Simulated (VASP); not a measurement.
# Pb (C2/m) in VASP: notebook

The runs below take Pb through single point, with PBEsol.

All numbers are computed with VASP 6.6.1; they aren't measurements. Logs are shortened: lines on timing, memory, paths and dates and some standing lists are left out, and cuts for length are marked.

### 1 The cell of the first run

The structure is monoclinic, space group C2/m (No. 12). The conventional cell has a = 5.681 Å, b = 3.325 Å, c = 3.351 Å, α = 90.00°, β = 124.92°, γ = 90.00°. Pb (site symmetry 2/m) has 12 Pb at 3.29 to 3.35 Å within 4.3 Å.

### 2 Single point, PBEsol

Input file INCAR:

```
PREC = Accurate
ENCUT = 520
EDIFF = 1E-6
ISMEAR = -1
SIGMA = 0.05
LREAL = False
LASPH = True
NELM = 80
ALGO = Normal
ISIF = 2
LWAVE = False
LCHARG = True
GGA = PS
LELF = True
LVHAR = True
NBANDS = 21
```

Input file KPOINTS:

```
regular mesh
0
Gamma
  9 9 5
```

Input file POSCAR:

```
Pb
1.0
    2.8546540287     -1.6623407417     -0.5027287561
    2.8546540287      1.6623407417     -0.5027287561
   -2.9958330627      0.0000000000      5.9961560643
Pb
2
Direct
    1.0000132200      1.0000132200      0.7499979429
   -0.0000132200     -0.0000132200      0.2500020571
```

Potentials or basis: VASP PAW PBE potentials, release 64 (Pb_d).

Run with:

```console
$ cat potpaw_PBE.64/Pb_d/POTCAR > POTCAR
$ mpirun -np 1 vasp_std > vasp.out
```

OUTCAR:

```text
PREC = Accurate
   ENCUT = 520
   EDIFF = 1E-6
   ISMEAR = -1
   LREAL = False
   LASPH = True
   NELM = 80
   ISIF = 2
   GGA = PS

 ion  position               nearest neighbor table
   1  0.000  0.000  0.750-   2 3.29   2 3.29   2 3.29   2 3.29   2 3.35   2 3.35
   2  1.000  1.000  0.250-   1 3.29   1 3.29   1 3.29   1 3.29   1 3.35   1 3.35

  Warning from LATTYP: Got some problem with cell dimensions!
  Tried to take original basis but could not verify dimensions!
  LATTYP: Found a base centered monoclinic cell.
 ALAT       =     5.7971668342
 B/A-ratio  =     0.5735010874
 C/A-ratio  =     0.9799046281
 COS(beta)  =    -0.3180552174

  Lattice vectors:

 A1 = (  -2.8546540287,   1.6623407417,   0.5027287561)
 A2 = (  -2.8546540287,  -1.6623407417,   0.5027287561)
 A3 = (   2.7134749947,   0.0000000000,   4.9906985521)

Analysis of symmetry for initial positions (statically):
=====================================================================
 Subroutine PRICEL returns:
 Original cell was already a primitive cell.

 Routine SETGRP: Setting up the symmetry group for a
 base centered monoclinic supercell.

 Subroutine GETGRP returns: Found  4 space group operations
 (whereof  4 operations were pure point group operations)
 out of a pool of  4 trial point group operations.

The static configuration has the point symmetry C_2h.

Analysis of symmetry for dynamics (positions and initial velocities):
=====================================================================
 Subroutine PRICEL returns:
 Original cell was already a primitive cell.

 Routine SETGRP: Setting up the symmetry group for a
 base centered monoclinic supercell.

 Subroutine GETGRP returns: Found  4 space group operations
 (whereof  4 operations were pure point group operations)
 out of a pool of  4 trial point group operations.

The dynamic configuration has the point symmetry C_2h.

 Subroutine INISYM returns: Found  4 space group operations
 (whereof  4 operations are pure point group operations),
 and found     1 'primitive' translations

----------------------------------------------------------------------------------------

                                     Primitive cell

  volume of cell :      51.9011

[... 81 lines left out ...]
   ICHARG =      2    charge: 1-file 2-atom 10-const
   ISPIN  =      1    spin polarized calculation?
   LNONCOLLINEAR =      F non collinear calculations
   LSORBIT =      F    spin-orbit coupling
   LASPH  =      T    aspherical Exc in radial PAW
   ENCUT  =  520.0 eV  38.22 Ry    6.18 a.u.   6.21  6.21 12.46*2*pi/ulx,y,z
   NELM   =     80;   NELMIN=  2; NELMDL= -5     # of ELM steps
   EDIFF  = 0.1E-05   stopping-criterion for ELM
   LREAL  =      F    real-space projection
   EDIFFG = 0.1E-04   stopping-criterion for IOM
   NSW    =      0    number of steps for IOM
   IBRION =     -1    ionic relax: 0-MD 1-quasi-New 2-CG
   NFREE  =      0    steps in history (QN), initial steepest desc. (CG)
   ISIF   =      2    stress and relaxation
   ISYM   =      2    0-nonsym 1-usesym 2-fastsym
   POTIM  = 0.5000    time-step for ionic-motion
   TEBEG  =    0.0;   TEEND  =   0.0 temperature during run
   PSTRESS=    0.0 pullay stress
   NELECT =      28.0000    total number of electrons
   NUPDOWN=      -1.0000    fix difference up-down
   EMIN   =  10.00;   EMAX   =-10.00  energy-range for DOS
   EFERMI =   0.00;   METHOD = LEGACY
   ISMEAR =    -1;   SIGMA  =   0.05  broadening in eV -4-tet -1-fermi 0-gaus
   EFERMI_NEDOS =   21; number of points for ismear=-14 and -15
   IALGO  =     38    algorithm
   IMIX   =      4    mixing-type and parameters
     AMIX     =   0.40;   BMIX     =  1.00
     AMIX_MAG =   1.60;   BMIX_MAG =  1.00
  volume/ion in A,a.u.               =      25.95       175.12
  Fermi-wavevector in a.u.,A,eV,Ry     =   1.332709  2.518454 24.165476  1.776112
  Thomas-Fermi vector in A             =   2.461623
   LORBIT       =      0    0 simple, 1 ext, 2 COOP (PROOUT), +10 PAW based schemes
   GGA     = PS    functional components
   LHFCALC =     F    Hartree Fock is set to
   AEXX    =    0.0000 exact exchange contribution
   IVDW    =     0    specifies the selected vdW correction
   LEPSILON=     F    determine dielectric tensor
   LRPA    =     F    only Hartree local field effects (RPA)
 non-spin polarized calculation
  energy-cutoff  :      520.00
  volume of cell :       51.90
 maximum number of plane-waves:      1417
 NGX is ok and might be reduce to    28
   NGX = 13   NGY = 13   NGZ = 25

 number of electron      27.9999998 magnetization

 Free energy of the ion-electron system (eV)
  ---------------------------------------------------
  ext. energy  EPLUGINS =         0.00000000
  ---------------------------------------------------
  free energy    TOTEN  =        -7.79210567 eV

  energy without entropy =       -7.78569886  energy(sigma->0) =       -7.78890227

 E-fermi :   8.9960     XC(G=0): -11.1121

 val. band max:        8.9936385066   @ k =   0.2222   0.0000   0.4000
 cond. band min:       9.0255746010   @ k =  -0.1111   0.2222   0.4000
 fundamental gap:      0.0319360944
 Fermi energy:         8.9959880980

 k-point     1 :       0.0000    0.0000    0.0000
  band No.  band energies     occupation
      1      -8.2578      2.00000
      2      -8.1855      2.00000
      3      -8.1699      2.00000
      4      -8.1519      2.00000
      5      -8.1475      2.00000
      6      -8.1389      2.00000
[... 565 lines left out ...]
     20      16.1266      0.00000
     21      18.1346      0.00000

 [... further k-points ...]

------------------------ aborting loop because EDIFF is reached ----------------------------------------

  FORCE on cell =-STRESS in cart. coord.  units (eV):
  Direction    XX          YY          ZZ          XY          YZ          ZX
  --------------------------------------------------------------------------------------
  -------------------------------------------------------------------------------------
  Total        3.2020038      3.2146753      3.2061178      0.0000000      0.0000000      0.0025039
  in kB       98.8451961     99.2363625     98.9721940      0.0000000      0.0000000      0.0772941
  external PRESSURE =      99.0179175 kB  Pullay stress =       0.0000000 kB

 VOLUME and BASIS-vectors are now :
 -----------------------------------------------------------------------------
  energy-cutoff  :      520.00
  volume of cell :       51.90
      direct lattice vectors                 reciprocal lattice vectors
     2.854654029 -1.662340742 -0.502728756     0.192050797 -0.300780693  0.095953494
     2.854654029  1.662340742 -0.502728756     0.192050797  0.300780693  0.095953494
    -2.995833063  0.000000000  5.996156064     0.032203784  0.000000000  0.182863346

 POSITION                                       TOTAL-FORCE (eV/Angst)
 -----------------------------------------------------------------------------------
     -2.24679      0.00000      4.49709        -0.000105      0.000000      0.000086
      4.96027      0.00000      0.49361         0.000105      0.000000     -0.000086
 -----------------------------------------------------------------------------------
    total drift:                               -0.000000     -0.000000      0.000000

  FREE ENERGIE OF THE ION-ELECTRON SYSTEM (eV)
  ---------------------------------------------------
  free  energy   TOTEN  =        -7.7921056736 eV

  energy  without entropy=       -7.7856988568  energy(sigma->0) =       -7.78890227
```

OSZICAR:

```text
N       E                     dE             d eps       ncg     rms          rms(c)
DAV:   1     0.293824822509E+03    0.29382E+03   -0.14323E+04  4838   0.173E+03
DAV:   2     0.127210088318E+02   -0.28110E+03   -0.27469E+03  4865   0.416E+02
DAV:   3    -0.722172223822E+01   -0.19943E+02   -0.19699E+02  5905   0.137E+02
DAV:   4    -0.781300346069E+01   -0.59128E+00   -0.59100E+00  5690   0.257E+01
DAV:   5    -0.784159838151E+01   -0.28595E-01   -0.28594E-01  6549   0.522E+00    0.110E+00
DAV:   6    -0.780380087018E+01    0.37798E-01   -0.57969E-02  6655   0.356E+00    0.506E-01
DAV:   7    -0.779298149971E+01    0.10819E-01   -0.20751E-02  6587   0.205E+00    0.129E-01
DAV:   8    -0.779210499470E+01    0.87651E-03   -0.11541E-03  6456   0.460E-01    0.101E-02
DAV:   9    -0.779210686917E+01   -0.18745E-05   -0.21245E-05  7169   0.573E-02    0.599E-03
DAV:  10    -0.779210569182E+01    0.11774E-05   -0.13955E-06  3591   0.115E-02    0.772E-04
DAV:  11    -0.779210567359E+01    0.18230E-07   -0.22767E-07  3030   0.773E-03
   1 F= -.77921057E+01 E0= -.77889023E+01  d E =-.640682E-02
```

Run time: 2.2 min. Hardware: 1 thread of AMD EPYC 7R43 (Zen 3), shared host; peak memory 0.22 GiB.

What came out:

```yaml
Free_energy: -7.7921 eV
Pressure: 9.9 GPa
Band_gap_on_the_k_mesh: zero (bands 14 and 15 overlap by 8.28 eV)
```

Caveat: the cell stands under pressure; the PAW data sets were made with another functional, which shifts forces and pressure a little; spin-orbit coupling is left out, which moves the levels of the heavy elements.

### 3 Single point, PBEsol

This run uses another cell than the first one, of 27.61 Å³/atom.

Input file INCAR:

```
SYSTEM = Pb
  ALGO = Normal
  EDIFF = 1E-6
  ENCUT = 520
  GGA = PS
  ISIF = 2
  ISMEAR = -1
  LASPH = .TRUE.
  LCHARG = .TRUE.
  LELF = .TRUE.
  LREAL = .FALSE.
  LVHAR = .TRUE.
  LWAVE = .FALSE.
  NBANDS = 21
  NELM = 80
  PREC = Accurate
  SIGMA = 0.05
```

Input file KPOINTS:

```
k-points
0
G
  9 9 5
  0 0 0
```

Input file POSCAR:

```
Pb
1.0
    2.9169430806     -1.7000882528     -0.5198519520
    2.9169430806      1.7000882528     -0.5198519520
   -3.0735462733      0.0000000000      6.1146954080
Pb
2
Direct
    0.9999988088      0.9999988088      0.7500005345
    0.0000011912      0.0000011912      0.2499994655
```

Potentials or basis: VASP PAW PBE potentials, release 64 (Pb_d).

Run with:

```console
$ cat potpaw_PBE.64/Pb_d/POTCAR > POTCAR
$ mpirun -np 1 vasp_std > vasp.out
```

OUTCAR:

```text
SYSTEM = Pb
   EDIFF = 1E-6
   ENCUT = 520
   GGA = PS
   ISIF = 2
   ISMEAR = -1
   LASPH = .TRUE.
   LREAL = .FALSE.
   NELM = 80
   PREC = Accurate

 ion  position               nearest neighbor table
   1  1.000  1.000  0.750-   2 3.35   2 3.35   2 3.35   2 3.35   2 3.42   2 3.42
   2  0.000  0.000  0.250-   1 3.35   1 3.35   1 3.35   1 3.35   1 3.42   1 3.42

  Warning from LATTYP: Got some problem with cell dimensions!
  Tried to take original basis but could not verify dimensions!
  LATTYP: Found a base centered monoclinic cell.
[... 799 lines left out ...]

  FORCE on cell =-STRESS in cart. coord.  units (eV):
  Direction    XX          YY          ZZ          XY          YZ          ZX
  --------------------------------------------------------------------------------------
  -------------------------------------------------------------------------------------
  Total        1.6892759      1.6890570      1.6918253      0.0000000      0.0000000      0.0033907
  in kB       49.0191405     49.0127883     49.0931186      0.0000000      0.0000000      0.0983897
  external PRESSURE =      49.0416825 kB  Pullay stress =       0.0000000 kB

 VOLUME and BASIS-vectors are now :
 -----------------------------------------------------------------------------
  energy-cutoff  :      520.00
  volume of cell :       55.21
      direct lattice vectors                 reciprocal lattice vectors
     2.916943081 -1.700088253 -0.519851952     0.188278535 -0.294102379  0.094638040
     2.916943081  1.700088253 -0.519851952     0.188278535  0.294102379  0.094638040
    -3.073546273  0.000000000  6.114695408     0.032013684  0.000000000  0.179632094

 POSITION                                       TOTAL-FORCE (eV/Angst)
 -----------------------------------------------------------------------------------
      3.52872      0.00000      3.54632        -0.000000      0.000000     -0.000000
     -0.76838      0.00000      1.52867         0.000000      0.000000      0.000000
 -----------------------------------------------------------------------------------
    total drift:                               -0.000000     -0.000000      0.000000

  FREE ENERGIE OF THE ION-ELECTRON SYSTEM (eV)
  ---------------------------------------------------
  free  energy   TOTEN  =        -7.9446126128 eV

  energy  without entropy=       -7.9385498374  energy(sigma->0) =       -7.94158123
```

Wall time 2.3 min (1 thread of AMD EPYC 7R43 (Zen 3), shared host); peak memory 0.22 GiB.

What came out:

| Quantity | Value |
| --- | --- |
| Free energy | -7.9446 eV |
| Pressure | 4.9 GPa |
| Band gap on the k mesh | zero (bands 14 and 15 overlap by 7.68 eV) |

Levels at points of the mesh, in eV from the Fermi level:
| k point | band 10 | band 11 | band 12 | band 13 | band 14 | band 15 | band 16 | band 17 | band 18 | band 19 |
| --- | --- | --- | --- | --- | --- | --- | --- | --- | --- | --- |
| (0.00, 0.00, 0.00) | -16.67 | -12.43 | -8.05 | -4.65 | 5.85 | 6.02 | 7.77 | 8.29 | 8.47 | 9.20 |

Caveat: the cell stands under pressure; the PAW data sets were made with another functional, which shifts forces and pressure a little; spin-orbit coupling is left out, which moves the levels of the heavy elements.

(Continued in part 2 of 2.)
